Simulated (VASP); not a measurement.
# CsBr (Pm-3m) in VASP: further runs, part 2 of 2

VASP 6.6.1. The steps go on from the part before.

**3. Single point, PBE**

File INCAR:

```
SYSTEM = CsBr
PREC = Accurate ; ENCUT = 500
EDIFF = 1E-6 ; ISMEAR = 1
SIGMA = 0.05 ; LREAL = .False.
LASPH = .True. ; NELM = 120
ALGO = Normal ; ISIF = 2
LWAVE = .False. ; LCHARG = .False.
GGA = PE ; NBANDS = 15
GGA_COMPAT = .False.
```

File KPOINTS:

```
regular mesh
0
Gamma
  4 4 4
  0 0 0
```

File POSCAR:

```
CsBr
1.0
    4.3196004938      0.0000000000      0.0000000000
    0.0000000000      4.3196004938      0.0000000000
    0.0000000000      0.0000000000      4.3196004938
Cs Br
1 1
Direct
    0.0000000000      0.0000000000      0.0000000000
    0.5000000000      0.5000000000      0.5000000000
```

Potentials or basis: VASP PAW PBE potentials, release 64 (Cs_sv, Br).

Command:

```console
cat potpaw_PBE.64/Cs_sv/POTCAR potpaw_PBE.64/Br/POTCAR > POTCAR
mpirun -np 1 vasp_std > vasp.out
```

OUTCAR:

```text
SYSTEM = CsBr
   PREC = Accurate
   ENCUT = 500
   EDIFF = 1E-6
   ISMEAR = 1
   LREAL = .False.
   LASPH = .True.
   NELM = 120
   ISIF = 2
   GGA = PE

 ion  position               nearest neighbor table
   1  0.000  0.000  0.000-
   2  0.500  0.500  0.500-

  LATTYP: Found a simple cubic cell.
 ALAT       =     4.3196004938

  Lattice vectors:

 A1 = (   4.3196004938,   0.0000000000,   0.0000000000)
 A2 = (   0.0000000000,   4.3196004938,   0.0000000000)
 A3 = (   0.0000000000,   0.0000000000,   4.3196004938)

Analysis of symmetry for initial positions (statically):
=====================================================================
 Subroutine PRICEL returns:
 Original cell was already a primitive cell.

 Routine SETGRP: Setting up the symmetry group for a
 simple cubic supercell.

 Subroutine GETGRP returns: Found 48 space group operations
 (whereof 48 operations were pure point group operations)
 out of a pool of 48 trial point group operations.

The static configuration has the point symmetry O_h .

Analysis of symmetry for dynamics (positions and initial velocities):
=====================================================================
 Subroutine PRICEL returns:
 Original cell was already a primitive cell.

 Routine SETGRP: Setting up the symmetry group for a
 simple cubic supercell.

 Subroutine GETGRP returns: Found 48 space group operations
 (whereof 48 operations were pure point group operations)
 out of a pool of 48 trial point group operations.

The dynamic configuration has the point symmetry O_h .

 Subroutine INISYM returns: Found 48 space group operations
 (whereof 48 operations are pure point group operations),
 and found     1 'primitive' translations

----------------------------------------------------------------------------------------

                                     Primitive cell

  volume of cell :      80.5992

  direct lattice vectors                    reciprocal lattice vectors
     4.319600494  0.000000000  0.000000000     0.231502890  0.000000000  0.000000000
     0.000000000  4.319600494  0.000000000     0.000000000  0.231502890  0.000000000
     0.000000000  0.000000000  4.319600494     0.000000000  0.000000000  0.231502890

  length of vectors
     4.319600494  4.319600494  4.319600494     0.231502890  0.231502890  0.231502890

  position of ions in fractional coordinates (direct lattice)
     0.000000000  0.000000000  0.000000000
     0.500000000  0.500000000  0.500000000

  ion indices of the primitive-cell ions
   primitive index   ion index
                 1           1
                 2           2

----------------------------------------------------------------------------------------

 KPOINTS: regular mesh

Automatic generation of k-mesh.
 Grid dimensions read from file:
 generate k-points for:    4    4    4

 Generating k-lattice:

  Cartesian coordinates                     Fractional coordinates (reciprocal lattice)
     0.057875723  0.000000000  0.000000000     0.250000000  0.000000000  0.000000000
     0.000000000  0.057875723  0.000000000     0.000000000  0.250000000  0.000000000
     0.000000000  0.000000000  0.057875723     0.000000000  0.000000000  0.250000000

  Length of vectors
     0.057875723  0.057875723  0.057875723

  Shift w.r.t. Gamma in fractional coordinates (k-lattice)
     0.000000000  0.000000000  0.000000000

 Subroutine IBZKPT returns following result:
 ===========================================

 Found     10 irreducible k-points:

 Following reciprocal coordinates:
            Coordinates               Weight
  0.000000  0.000000  0.000000      1.000000
  0.250000  0.000000  0.000000      6.000000
  0.500000  0.000000  0.000000      3.000000
  0.250000  0.250000  0.000000     12.000000
  0.500000  0.250000  0.000000     12.000000
  0.500000  0.500000  0.000000      3.000000
  0.250000  0.250000  0.250000      8.000000
  0.500000  0.250000  0.250000     12.000000
  0.500000  0.500000  0.250000      6.000000
  0.500000  0.500000  0.500000      1.000000
   k-points           NKPTS =     10   k-points in BZ     NKDIM =     10   number of bands    NBANDS=     15
   number of dos      NEDOS =    301   number of ions     NIONS =      2
   total plane-waves  NPLWV =  32768
   dimension x,y,z NGX =    32 NGY =   32 NGZ =   32
   dimension x,y,z NGXF=    64 NGYF=   64 NGZF=   64
   ions per type =               1   1
   NGX,Y,Z   is equivalent  to a cutoff of  12.32, 12.32, 12.32 a.u.
   NGXF,Y,Z  is equivalent  to a cutoff of  24.63, 24.63, 24.63 a.u.
 SYSTEM =  CsBr
   PREC   = accura    normal or accurate (medium, high low for compatibility)
   ISTART =      0    job   : 0-new  1-cont  2-samecut
   ICHARG =      2    charge: 1-file 2-atom 10-const
   ISPIN  =      1    spin polarized calculation?
   LNONCOLLINEAR =      F non collinear calculations
   LSORBIT =      F    spin-orbit coupling
   LASPH  =      T    aspherical Exc in radial PAW
   ENCUT  =  500.0 eV  36.75 Ry    6.06 a.u.   7.88  7.88  7.88*2*pi/ulx,y,z
   NELM   =    120;   NELMIN=  2; NELMDL= -5     # of ELM steps
   EDIFF  = 0.1E-05   stopping-criterion for ELM
   LREAL  =      F    real-space projection
[... 7 lines left out ...]
   TEBEG  =    0.0;   TEEND  =   0.0 temperature during run
   PSTRESS=    0.0 pullay stress
   NELECT =      16.0000    total number of electrons
   NUPDOWN=      -1.0000    fix difference up-down
   EMIN   =  10.00;   EMAX   =-10.00  energy-range for DOS
   EFERMI =   0.00;   METHOD = LEGACY
   ISMEAR =     1;   SIGMA  =   0.05  broadening in eV -4-tet -1-fermi 0-gaus
   EFERMI_NEDOS =   21; number of points for ismear=-14 and -15
   IALGO  =     38    algorithm
   IMIX   =      4    mixing-type and parameters
     AMIX     =   0.40;   BMIX     =  1.00
     AMIX_MAG =   1.60;   BMIX_MAG =  1.00
  volume/ion in A,a.u.               =      40.30       271.96
  Fermi-wavevector in a.u.,A,eV,Ry     =   0.955003  1.804693 12.408922  0.912030
  Thomas-Fermi vector in A             =   2.083801
   LORBIT       =      0    0 simple, 1 ext, 2 COOP (PROOUT), +10 PAW based schemes
   GGA     = PE    functional components
   LHFCALC =     F    Hartree Fock is set to
   AEXX    =    0.0000 exact exchange contribution
   IVDW    =     0    specifies the selected vdW correction
   LEPSILON=     F    determine dielectric tensor
   LRPA    =     F    only Hartree local field effects (RPA)
 non-spin polarized calculation
 Methfessel and Paxton  Order N= 1 SIGMA  =   0.05
  energy-cutoff  :      500.00
  volume of cell :       80.60
 maximum number of plane-waves:      2103
 NGX is ok and might be reduce to    32
   NGX = 15   NGY = 15   NGZ = 15

 number of electron      16.0000001 magnetization

 Free energy of the ion-electron system (eV)
  ---------------------------------------------------
  ext. energy  EPLUGINS =         0.00000000
  ---------------------------------------------------
  free energy    TOTEN  =        -6.01385496 eV

  energy without entropy =       -6.01416388  energy(sigma->0) =       -6.01395794

 E-fermi :  -0.3705     XC(G=0):  -7.9702

 val. band max:       -0.4087567631   @ k =   0.5000   0.5000   0.0000
 cond. band min:       4.0153683301   @ k =   0.0000   0.0000   0.0000
 fundamental gap:      4.4241250932
 Fermi energy:        -0.3705000544

 k-point     1 :       0.0000    0.0000    0.0000
  band No.  band energies     occupation
      1     -20.2246      2.00000
      2     -12.7502      2.00000
      3      -6.8272      2.00000
      4      -6.8272      2.00000
      5      -6.8272      2.00000
      6      -0.4171      2.03284
      7      -0.4171      2.03284
      8      -0.4171      2.03284
      9       4.0154      0.00000
     10       4.5241      0.00000
     11       4.5241      0.00000
     12       8.6354      0.00000
     13       8.6354      0.00000
     14       8.6354      0.00000
     15      11.5904      0.00000
[... 145 lines left out ...]
 k-point    10 :       0.5000    0.5000    0.5000
  band No.  band energies     occupation
      1     -20.0945      2.00000
      2     -12.5803      2.00000
      3      -7.2087      2.00000
      4      -7.2087      2.00000
      5      -7.2087      2.00000
      6      -1.5384      2.00000
      7      -1.5384      2.00000
      8      -1.5384      2.00000
      9       7.8040      0.00000
     10       7.8040      0.00000
     11       7.8040      0.00000
     12       8.6517      0.00000
     13       8.6517      0.00000
     14       8.6517      0.00000
     15      10.7817      0.00000

------------------------ aborting loop because EDIFF is reached ----------------------------------------

  FORCE on cell =-STRESS in cart. coord.  units (eV):
  Direction    XX          YY          ZZ          XY          YZ          ZX
  --------------------------------------------------------------------------------------
  -------------------------------------------------------------------------------------
  Total        0.3651278      0.3651278      0.3651278      0.0000000      0.0000000      0.0000000
  in kB        7.2581292      7.2581292      7.2581292      0.0000000      0.0000000      0.0000000
  external PRESSURE =       7.2581292 kB  Pullay stress =       0.0000000 kB

 VOLUME and BASIS-vectors are now :
 -----------------------------------------------------------------------------
  energy-cutoff  :      500.00
  volume of cell :       80.60
      direct lattice vectors                 reciprocal lattice vectors
     4.319600494  0.000000000  0.000000000     0.231502890  0.000000000  0.000000000
     0.000000000  4.319600494  0.000000000     0.000000000  0.231502890  0.000000000
     0.000000000  0.000000000  4.319600494     0.000000000  0.000000000  0.231502890

 POSITION                                       TOTAL-FORCE (eV/Angst)
 -----------------------------------------------------------------------------------
      0.00000      0.00000      0.00000         0.000000      0.000000      0.000000
      2.15980      2.15980      2.15980         0.000000      0.000000      0.000000
 -----------------------------------------------------------------------------------
    total drift:                                0.000000      0.000000     -0.000000

  FREE ENERGIE OF THE ION-ELECTRON SYSTEM (eV)
  ---------------------------------------------------
  free  energy   TOTEN  =        -6.0138549628 eV

  energy  without entropy=       -6.0141638838  energy(sigma->0) =       -6.01395794
```

OSZICAR:

```text
N       E                     dE             d eps       ncg     rms          rms(c)
DAV:   1     0.847096137382E+02    0.84710E+02   -0.62722E+03   300   0.878E+02
DAV:   2     0.582663703114E+00   -0.84127E+02   -0.77476E+02   421   0.150E+02
DAV:   3    -0.622953739058E+01   -0.68122E+01   -0.67934E+01   370   0.476E+01
DAV:   4    -0.628318182352E+01   -0.53644E-01   -0.53639E-01   384   0.509E+00
DAV:   5    -0.628347487766E+01   -0.29305E-03   -0.29305E-03   391   0.388E-01    0.180E+00
DAV:   6    -0.604872532716E+01    0.23475E+00   -0.21850E-01   349   0.246E+00    0.104E+00
DAV:   7    -0.601078924189E+01    0.37936E-01   -0.12293E-01   356   0.180E+00    0.613E-01
DAV:   8    -0.601396294793E+01   -0.31737E-02   -0.14599E-02   328   0.697E-01    0.125E-01
DAV:   9    -0.601373768927E+01    0.22526E-03   -0.12879E-03   384   0.187E-01    0.688E-02
DAV:  10    -0.601385242925E+01   -0.11474E-03   -0.22364E-04   314   0.968E-02    0.166E-02
DAV:  11    -0.601385590283E+01   -0.34736E-05   -0.24324E-05   356   0.287E-02    0.114E-02
DAV:  12    -0.601385496282E+01    0.94002E-06   -0.51035E-06   342   0.130E-02
   1 F= -.60138550E+01 E0= -.60139579E+01  d E =0.308921E-03
```

stdout:

```text
POSCAR found type information on POSCAR CsBr
 POSCAR found :  2 types and       2 ions
 scaLAPACK will be used
 LDA part: xc-table for (Slater+PW92), standard interpolation
 POSCAR, INCAR and KPOINTS ok, starting setup
 FFT: planning ... GRIDC
 FFT: planning ... GRID_SOFT
 FFT: planning ... GRID
 WAVECAR not read
 entering main loop
```

Run time: 7.8 s. Hardware: 1 thread of Intel Xeon Platinum 8259CL at 2.50GHz (Skylake/Cascade Lake), shared host; peak memory 0.18 GiB.

Results:

```
Free energy            : -6.0139 eV
Pressure               : 0.7 GPa
Band gap on the k mesh : 4.42 eV (least direct gap 4.43 eV)
```

Levels at points of the mesh, in eV from the valence-band top:
| k point | band 6 | band 7 | band 8 | band 9 | band 10 | band 11 |
| --- | --- | --- | --- | --- | --- | --- |
| (0.00, 0.00, 0.00) | -0.01 | -0.01 | -0.01 | 4.42 | 4.93 | 4.93 |
| (0.50, 0.00, 0.00) | -1.28 | -0.20 | -0.20 | 5.92 | 7.19 | 7.63 |
| (0.50, 0.50, 0.00) | -0.57 | -0.57 | 0.00 | 5.25 | 5.48 | 7.20 |
| (0.50, 0.50, 0.50) | -1.13 | -1.13 | -1.13 | 8.21 | 8.21 | 8.21 |

Caveat: spin-orbit coupling is left out, which moves the levels of the heavy elements. PBE gaps usually lie below the measured ones, often by a third to a half.

**4. Single point, r2SCAN**

POSCAR is that of step 3.

File INCAR.step1:

```
SYSTEM = CsBr
PREC     = Accurate       ! precision mode
ENCUT    = 550            ! plane-wave cutoff, eV
ISMEAR   = 0              ! smearing method
SIGMA    = 0.01           ! smearing width, eV
LREAL    = .FALSE.        ! projectors in reciprocal space
LASPH    = .TRUE.         ! aspherical terms in the spheres
NELM     = 120            ! most SCF steps
NBANDS   = 15             ! bands
GGA      = PE             ! functional
ALGO     = Normal         ! electronic algorithm
EDIFF    = 1E-5           ! SCF threshold, eV
LWAVE    = .TRUE.         ! write WAVECAR
LCHARG   = .FALSE.        ! write CHGCAR
GGA_COMPAT= .FALSE.
```

File INCAR.step2:

```
SYSTEM = CsBr
PREC     = Accurate       ! precision mode
ENCUT    = 550            ! plane-wave cutoff, eV
EDIFF    = 1E-6           ! SCF threshold, eV
ISMEAR   = 0              ! smearing method
SIGMA    = 0.01           ! smearing width, eV
LREAL    = .FALSE.        ! projectors in reciprocal space
LASPH    = .TRUE.         ! aspherical terms in the spheres
NELM     = 120            ! most SCF steps
ALGO     = Normal         ! electronic algorithm
ISIF     = 2              ! what is computed and relaxed
LWAVE    = .FALSE.        ! write WAVECAR
LCHARG   = .FALSE.        ! write CHGCAR
METAGGA  = R2SCAN         ! meta-GGA
LMIXTAU  = .TRUE.       
NBANDS   = 15             ! bands
ISTART   = 1            
GGA_COMPAT= .FALSE.
```

File KPOINTS:

```
Automatic mesh
0
G
  4 4 4
  0 0 0
```

Potentials or basis: VASP PAW PBE potentials, release 64 (Cs_sv, Br).

Command:

```console
cat potpaw_PBE.64/Cs_sv/POTCAR potpaw_PBE.64/Br/POTCAR > POTCAR
cp INCAR.step1 INCAR
mpirun -np 1 vasp_std > vasp.out
cp INCAR.step2 INCAR
mpirun -np 1 vasp_std > vasp.out
```

OUTCAR:

```text
SYSTEM = CsBr
   PREC = Accurate
   ENCUT = 550
   EDIFF = 1E-6
   ISMEAR = 0
   LREAL = .FALSE.
   LASPH = .TRUE.
   NELM = 120
   ISIF = 2
   METAGGA = R2SCAN
   ISTART = 1

 ion  position               nearest neighbor table
   1  0.000  0.000  0.000-
   2  0.500  0.500  0.500-

  LATTYP: Found a simple cubic cell.
 ALAT       =     4.3196004938

  Lattice vectors:

 A1 = (   4.3196004938,   0.0000000000,   0.0000000000)
 A2 = (   0.0000000000,   4.3196004938,   0.0000000000)
 A3 = (   0.0000000000,   0.0000000000,   4.3196004938)

Analysis of symmetry for initial positions (statically):
=====================================================================
 Subroutine PRICEL returns:
 Original cell was already a primitive cell.

 Routine SETGRP: Setting up the symmetry group for a
 simple cubic supercell.

 Subroutine GETGRP returns: Found 48 space group operations
 (whereof 48 operations were pure point group operations)
 out of a pool of 48 trial point group operations.

The static configuration has the point symmetry O_h .

Analysis of symmetry for dynamics (positions and initial velocities):
[... 156 lines left out ...]
      3      -7.3413      2.00000
      4      -7.3413      2.00000
      5      -7.3413      2.00000
      6      -0.7782      2.00000
      7      -0.7782      2.00000
      8      -0.7782      2.00000
      9       4.4115      0.00000
     10       4.6486      0.00000
     11       4.6486      0.00000
     12       8.9752      0.00000
     13       8.9752      0.00000
     14       8.9752      0.00000
[... 149 lines left out ...]
      2     -13.3680      2.00000
      3      -7.7259      2.00000
      4      -7.7259      2.00000
      5      -7.7259      2.00000
      6      -1.8997      2.00000
      7      -1.8997      2.00000
      8      -1.8997      2.00000
      9       8.1184      0.00000
     10       8.1184      0.00000
     11       8.1184      0.00000
     12       9.0039      0.00000
     13       9.0039      0.00000
     14       9.0039      0.00000
     15      11.0618      0.00000

------------------------ aborting loop because EDIFF is reached ----------------------------------------

  FORCE on cell =-STRESS in cart. coord.  units (eV):
  Direction    XX          YY          ZZ          XY          YZ          ZX
  --------------------------------------------------------------------------------------
  -------------------------------------------------------------------------------------
  Total        0.0492755      0.0492755      0.0492755     -0.0000000      0.0000000     -0.0000000
  in kB        0.9795148      0.9795148      0.9795148     -0.0000000      0.0000000     -0.0000000
  external PRESSURE =       0.9795148 kB  Pullay stress =       0.0000000 kB

 VOLUME and BASIS-vectors are now :
 -----------------------------------------------------------------------------
  energy-cutoff  :      550.00
  volume of cell :       80.60
      direct lattice vectors                 reciprocal lattice vectors
     4.319600494  0.000000000  0.000000000     0.231502890  0.000000000  0.000000000
     0.000000000  4.319600494  0.000000000     0.000000000  0.231502890  0.000000000
     0.000000000  0.000000000  4.319600494     0.000000000  0.000000000  0.231502890

 POSITION                                       TOTAL-FORCE (eV/Angst)
 -----------------------------------------------------------------------------------
      0.00000      0.00000      0.00000         0.000000      0.000000      0.000000
      2.15980      2.15980      2.15980         0.000000      0.000000      0.000000
 -----------------------------------------------------------------------------------
    total drift:                                0.000000      0.000000      0.000000

  FREE ENERGIE OF THE ION-ELECTRON SYSTEM (eV)
  ---------------------------------------------------
  free  energy   TOTEN  =       -42.3245543693 eV

  energy  without entropy=      -42.3245543693  energy(sigma->0) =      -42.32455437
```

OSZICAR.step1:

```text
N       E                     dE             d eps       ncg     rms          rms(c)
DAV:   1     0.930530529638E+02    0.93053E+02   -0.65896E+03   300   0.928E+02
DAV:   2     0.117479512781E+01   -0.91878E+02   -0.84768E+02   445   0.158E+02
DAV:   3    -0.621749271885E+01   -0.73923E+01   -0.73634E+01   384   0.495E+01
DAV:   4    -0.628327911902E+01   -0.65786E-01   -0.65776E-01   335   0.553E+00
DAV:   5    -0.628362475729E+01   -0.34564E-03   -0.34563E-03   398   0.418E-01    0.180E+00
DAV:   6    -0.604894777609E+01    0.23468E+00   -0.21869E-01   356   0.246E+00    0.104E+00
DAV:   7    -0.601102927613E+01    0.37918E-01   -0.12291E-01   356   0.180E+00    0.612E-01
DAV:   8    -0.601416510530E+01   -0.31358E-02   -0.14051E-02   349   0.698E-01    0.124E-01
DAV:   9    -0.601394863605E+01    0.21647E-03   -0.13130E-03   363   0.187E-01    0.689E-02
DAV:  10    -0.601406281066E+01   -0.11417E-03   -0.22264E-04   370   0.977E-02    0.165E-02
DAV:  11    -0.601406657208E+01   -0.37614E-05   -0.23810E-05   314   0.287E-02
   1 F= -.60140666E+01 E0= -.60140666E+01  d E =-.378003E-21
```

Run time: 46 s. Hardware: 1 thread of Intel Xeon Platinum 8259CL at 2.50GHz (Skylake/Cascade Lake), shared host; peak memory 0.22 GiB.

What came out:

```yaml
Free_energy: -42.3246 eV
Pressure: 0.1 GPa
Band_gap_on_the_k_mesh: 5.18 eV
```

Caveat: the PAW data sets were made with another functional, which shifts forces and pressure a little; spin-orbit coupling is left out, which moves the levels of the heavy elements.

**5. The runs side by side**

```csv
level,k mesh,cutoff (eV),smearing,gap on the mesh (eV),pressure (GPa)
PBE,"4 × 4 × 4, shifted",500,gaussian 0.01 eV,5.52,0.7
PBE,4 × 4 × 4,500,methfessel-paxton 0.05 eV,4.42,0.7
r2SCAN,4 × 4 × 4,550,gaussian 0.01 eV,5.18,0.1
```

Alike in all rows: task single point; potentials or basis VASP PAW PBE potentials, release 64 (Cs_sv, Br); no spin polarisation; cell as given.

The pressure there spans 0.1 GPa (r2SCAN) to 0.7 GPa (PBE); a positive pressure means that this level wants a larger cell, a negative one a smaller.

Caveats: spin-orbit coupling is left out, which moves the levels of the heavy elements; a shifted mesh leaves out Γ, where band edges can lie (at least some runs); the PAW data sets were made with another functional, which shifts forces and pressure a little (at least some runs).

Total energies depend on the potentials used, so only differences within one code and one set of settings carry meaning.
